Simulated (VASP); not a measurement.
A run of VASP 6.6.1:

File INCAR:

```
SYSTEM = Si
PREC = Accurate ; ENCUT = 450
EDIFF = 1E-7 ; ISMEAR = 0
SIGMA = 0.01 ; LREAL = .FALSE.
LASPH = .TRUE. ; NELM = 120
ALGO = Normal ; ISIF = 2
LWAVE = .FALSE. ; LCHARG = .FALSE.
GGA = PS ; IBRION = 2
NSW = 60 ; EDIFFG = -0.002
GGA_COMPAT = .FALSE. ; NELMIN = 4
```

Contents of KPOINTS:

```
Automatic mesh
0
G
  9 9 6
  0 0 0
```

Contents of POSCAR:

```
Si
1.0
    3.8629871339      0.0000000000      0.0000000000
   -1.9314935670      3.3454449925      0.0000000000
    0.0000000000      0.0000000000      6.3073181784
Si
4
Direct
    0.3333333333      0.6666666667     -0.0010703438
    0.6666666667      0.3333333333      0.4989296562
    0.3333333333      0.6666666667      0.3750703438
    0.6666666667      0.3333333333      0.8750703438
```

Potentials or basis: VASP PAW PBE potentials, release 64 (Si).

Run with:

```console
$ cat potpaw_PBE.64/Si/POTCAR > POTCAR
$ mpirun -np 1 vasp_std > vasp.out
```

Hardware: 1 thread of Oxide Virtual Turin-like Processor (shared host).

Task: Estimate the wall time of this run.

Result: It took 58 s on 1 thread of Oxide Virtual Turin-like Processor, with other jobs on the host, peak memory 0.15 GiB. Counts: scf iterations 23, k points 48, ion steps 3.
